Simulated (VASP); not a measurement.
A run of VASP 6.6.1 is set up as follows.

Contents of INCAR:

```
ALGO = Normal
EDIFF = 1E-6
ENCUT = 520
GGA = RP
ISIF = 2
ISMEAR = -1
LASPH = T
LCHARG = T
LELF = T
LREAL = F
LVHAR = T
LWAVE = F
NBANDS = 10
NELM = 100
PREC = Accurate
SIGMA = 0.1
```

File KPOINTS:

```
k-points
0
Gamma
  11 11 11
```

POSCAR

```
Na
1.0
    0.0000000000      2.5904295745      2.5904295745
    2.5904295745      0.0000000000      2.5904295745
    2.5904295745      2.5904295745      0.0000000000
Na
1
Direct
    0.0000000000      0.0000000000      0.0000000000
```

Potentials or basis: VASP PAW PBE potentials, release 64 (Na_pv).

Launch:

```console
$ cat potpaw_PBE.64/Na_pv/POTCAR > POTCAR
$ mpirun -np 1 vasp_std > vasp.out
```

**Question.** Estimate the pressure.

**Answer.** 1.2 GPa.

Caveat: the PAW data sets were made with another functional, which shifts forces and pressure a little.
